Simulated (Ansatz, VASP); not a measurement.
# B4PdRu2: VASP beside Ansatz

```
B Ru Pd
1.0
    -1.50861    1.72377    6.45522
     1.50861   -1.72377    6.45522
     1.50861    1.72377   -6.45522
B Ru Pd
4 2 1
Direct
  0.42727 0.92727 0.50000
  0.57273 0.07273 0.50000
  0.65468 0.65468 0.00000
  0.34532 0.34532 0.00000
  0.18136 0.18136 0.00000
  0.81864 0.81864 0.00000
  0.00000 0.50000 0.50000
```

Alike in both runs: functional PBE; k mesh 7 × 7 × 7; occupations gaussian, width 0.2 eV; no spin polarisation.

Ansatz relaxed the structure, and its values are those at the end. VASP's run is a single point on that final structure, the one shown.

```csv
,VASP,Ansatz
version,VASP 6.6.1,Ansatz 0.2.0
potentials or method,"VASP PAW PBE potentials, release 64 (B, Ru_pv, Pd), cutoff 520 eV","scalar-relativistic, plane waves, PAW"
valence electrons in the cell,50,62
```

```csv
,VASP,Ansatz,Ansatz less VASP
gap on the k mesh at the Fermi level (eV),none,none,-
pressure (GPa),0.1,0.1,0.00
rms of the force components (eV/Å),0.009,0.008,-0.0014
```

A gap of «none» marks a metal or a gap that the smearing closes. VASP's potentials hold 50 valence electrons a cell and Ansatz's 62, so a difference there can come from the potentials and not from the codes.

The k mesh is coarse, so the values compare programs but aren't converged.
